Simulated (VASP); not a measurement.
# C: single point with PBE

Crystal: C.

```
C
1.0
     2.53605    0.00000    0.00000
    -1.26803    2.19628    0.00000
     0.00000    0.00000    8.05255
C
4
Direct
  0.00000 0.00000 0.00250
  0.00000 0.00000 0.50250
  0.33333 0.66667 0.00250
  0.66667 0.33333 0.50250
```

This cell differs from its parent crystal: ratio of the length along z to the lengths across it x 0.92, volume and fractional coordinates fixed.

```
Program             : VASP 6.6.1
Task                : single point
Functional          : PBE
Potentials or basis : VASP PAW PBE potentials, release 64 (C)
Cutoff              : 520 eV
k mesh              : 24 × 24 × 6
Occupations         : gaussian, width 0.15 eV
Spin                : no spin polarisation
```

The pressure is -16.5 GPa. The band gap on the k mesh is zero (filled and empty bands overlap).

Stress tensor (GPa, compression positive):
```
-24.91   0.00   0.00
  0.00 -24.91   0.00
  0.00   0.00   0.20
```

Levels at points of the mesh, in eV from the Fermi level:
```
           k point  band 4  band 5  band 6  band 7  band 8  band 9  band 10  band 11  band 12  band 13
(0.00, 0.00, 0.00)   -6.68   -3.06   -3.06   -3.06   -3.06    3.55     7.41     7.77     7.77     7.78
(0.50, 0.00, 0.00)  -12.70   -6.19   -6.18   -2.32   -2.09    1.52     1.80     6.52     6.61    10.54
(0.00, 0.00, 0.50)   -7.07   -3.06   -3.06   -3.06   -3.06    5.07     5.07     7.78     7.78     7.78
(0.50, 0.00, 0.50)  -12.71   -6.18   -6.18   -2.20   -2.20    1.63     1.63     6.57     6.57    11.41
```

It took 98 s on 1 thread of Intel(R) Xeon(R) 6975P-C (Granite Rapids) (shared host), peak memory 0.24 GiB.

Caveat: this functional lacks dispersion, which binds the layers, so the pressure and a relaxed spacing across them are unreliable.
